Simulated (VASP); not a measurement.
Au:

```
Au
1.0
    -1.62344    1.62344    1.62344
     1.62344   -1.62344    1.62344
     1.62344    1.62344   -1.62344
Au
1
Cartesian
  0.0000 0.0000 0.0000
```

This cell differs from its parent crystal: volume scaled by 0.94.

Base run:

```yaml
Program: VASP 6.6.1
Functional: PBE
Potentials_or_basis: VASP PAW PBE potentials, release 64 (Au)
Cutoff: 520 eV
k_mesh: 11 × 11 × 11
Occupations: fermi-dirac, width 0.05 eV
Spin: no spin polarisation
```

Its results: pressure 8.4 GPa.

Question: The run is repeated on the same cell with these changes: functional from PBE to PBE0; k mesh from 11 × 11 × 11 to 6 × 6 × 6. What comes out?

Answer: Pressure 4.8 GPa.

Several settings changed at once, so the effect can't be laid on one alone.

Caveats: some runs use coarse meshes; the PAW data sets were made with another functional, which shifts forces and pressure a little (some runs).
